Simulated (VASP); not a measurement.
BN:

```xyz
2
Lattice="0.0000 1.8124 1.8124 1.8124 0.0000 1.8124 1.8124 1.8124 0.0000" Properties=species:S:1:pos:R:3 pbc="T T T"
B     1.8124    1.8124    1.8124
N     0.9062    0.9062    0.9062
```

Base run:

```yaml
Program: VASP 6.6.1
Functional: r2SCAN
Potentials_or_basis: VASP PAW PBE potentials, release 64 (B_h, N_h)
Cutoff: 910 eV
k_mesh: 12 × 12 × 12
Occupations: gaussian, width 0.02 eV
Spin: no spin polarisation
```

Its results: band gap on the k mesh 4.98 eV, indirect (least direct gap 9.51 eV); pressure -5.3 GPa.

**Question.** The run is repeated on the same cell with these changes: potentials or basis from VASP PAW PBE potentials, release 64 (B_h, N_h) to VASP PAW PBE potentials, release 64 (B, N); cutoff from 910 eV to 520 eV. What comes out?

**Answer.** Band gap on the k mesh 4.97 eV, indirect (least direct gap 9.49 eV); pressure -3.7 GPa.

Caveats: the PAW data sets were made with another functional, which shifts forces and pressure a little; the cutoff is under 1.25 times the usual one of these potentials, so pressure, stress and relaxed cells hold a basis-set (Pulay) error (some runs).

A k mesh can miss the band edges.
